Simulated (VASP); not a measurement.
Here is a VASP 6.6.1 calculation.

File POSCAR:

```
ZnS
1.0
    3.8068506073      0.0000000000      0.0000000000
   -1.9034253037      3.2968293343      0.0000000000
    0.0000000000      0.0000000000      6.2475893693
Zn S
2 2
Direct
    0.3333333333      0.6666666667      0.0054009072
    0.6666666667      0.3333333333      0.5054009072
    0.3333333333      0.6666666667      0.3795990928
    0.6666666667      0.3333333333      0.8795990928
```

File INCAR.step1:

```
SYSTEM = ZnS
PREC = Accurate
ENCUT = 520
EDIFF = 1E-5
ISMEAR = 0
SIGMA = 0.05
LREAL = .FALSE.
LASPH = .TRUE.
NELM = 100
ALGO = Normal
ISIF = 2
LWAVE = .TRUE.
LCHARG = .FALSE.
NBANDS = 26
GGA = PE
```

File INCAR.step2:

```
SYSTEM = ZnS
PREC = Accurate
ENCUT = 520
EDIFF = 1E-6
ISMEAR = 0
SIGMA = 0.05
LREAL = .FALSE.
LASPH = .TRUE.
NELM = 100
ALGO = Normal
ISIF = 2
LWAVE = .FALSE.
LCHARG = .FALSE.
GGA = PE
LHFCALC = .TRUE.
AEXX = 0.2
PRECFOCK = Normal
NBANDS = 26
ISTART = 1
```

KPOINTS

```
Automatic mesh
0
G
  4 4 2
  0 0 0
```

Potentials or basis: VASP PAW PBE potentials, release 64 (Zn, S).

The run is started by

```console
$ cat potpaw_PBE.64/Zn/POTCAR potpaw_PBE.64/S/POTCAR > POTCAR
$ cp INCAR.step1 INCAR
$ mpirun -np 1 vasp_std > vasp.out
$ cp INCAR.step2 INCAR
$ mpirun -np 1 vasp_std > vasp.out
```

(1) Predict the pressure.

(2) What does it give for the largest force?

Results:

(1) 1.5 GPa.

(2) 0.008 eV/Å.

Caveat: the k points lie up to 0.50 Å⁻¹ apart; the PAW data sets were made with another functional, which shifts forces and pressure a little.
